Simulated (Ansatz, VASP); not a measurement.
SiC: VASP beside Ansatz

Contents of INCAR:

```
SYSTEM = SiC
ALGO     = Normal         ! electronic algorithm
EDIFF    = 1E-8           ! SCF threshold, eV
ENCUT    = 520            ! plane-wave cutoff, eV
GGA      = PS             ! functional
ISIF     = 2              ! what is computed and relaxed
ISMEAR   = -1             ! smearing method
LASPH    = .True.         ! aspherical terms in the spheres
LCHARG   = .False.        ! write CHGCAR
LEFG     = .True.       
LREAL    = .False.        ! projectors in reciprocal space
LWAVE    = .False.        ! write WAVECAR
NBANDS   = 16             ! bands
NELM     = 100            ! most SCF steps
PREC     = Accurate       ! precision mode
SIGMA    = 0.08           ! smearing width, eV
```

The input KPOINTS:

```
k-points
0
Gamma
  15 15 8
  0 0 0
```

POSCAR

```
SiC
1.0
    3.0963696491      0.0000000000      0.0000000000
   -1.5481848246      2.6815347757      0.0000000000
    0.0000000000      0.0000000000      5.0814314379
Si C
2 2
Direct
    0.3333333333      0.6666666667      0.0000000000
    0.6666666667      0.3333333333      0.5000000000
    0.3333333333      0.6666666667      0.3850000000
    0.6666666667      0.3333333333      0.8850000000
```

Input for Ansatz:

```yaml
crystal:
  lattice:
    - [3.0963696491, 0.0, 0.0]
    - [-1.5481848246, 2.6815347757, 0.0]
    - [0.0, 0.0, 5.0814314379]
  atoms:
    - { symbol: Si, position: [0.3333333333, 0.6666666667, 0.0] }
    - { symbol: Si, position: [0.6666666667, 0.3333333333, 0.5] }
    - { symbol: C, position: [0.3333333333, 0.6666666667, 0.385] }
    - { symbol: C, position: [0.6666666667, 0.3333333333, 0.885] }
kpoints:
  mp_grid: { grid: [15, 15, 8] }
scf:
  occupations: { method: fermi_dirac, width: 0.08 }
hamiltonian:
  xc: pbesol
  pseudopotentials: { kind: all_electron, datasets: crystal }
output:
  forces: true
  stress: true
  eigenvalues: true
  efg: { contact_densities: true }
```

Change from the starting cell: volume scaled by 1.02, crystal datasets.

Alike in both runs: task electric field gradients; functional PBEsol; k mesh 15 × 15 × 8; occupations fermi-dirac, width 0.08 eV; no spin polarisation.

|  | VASP | Ansatz |
| --- | --- | --- |
| version | VASP 6.6.1 | Ansatz 0.2.0 |
| potentials or method | VASP PAW PBE potentials, release 64 (Si, C), cutoff 520 eV | all-electron PAW with datasets made for the crystal, scalar-relativistic |

Ansatz gave:

```
pressure (GPa)                                                : -4.0
traceless stress, the component that is largest in VASP (GPa) : -2.69
rms of the force components (eV/Å)                            : 0.413
size of Vzz on the site where it differs most (V/Å²)          : 15.8
```

**Question.** Estimate VASP's values.

**Answer.** Pressure (GPa): -3.6; traceless stress, the component that is largest in VASP (GPa): -2.77; rms of the force components (eV/Å): 0.416; size of Vzz on the site where it differs most (V/Å²): 16.8.

VASP's potentials were made for PBE, not for PBEsol. Atom by atom the forces differ by 0.003 eV/Å (rms over components). Ansatz ran all-electron here, and VASP with PAW potentials.
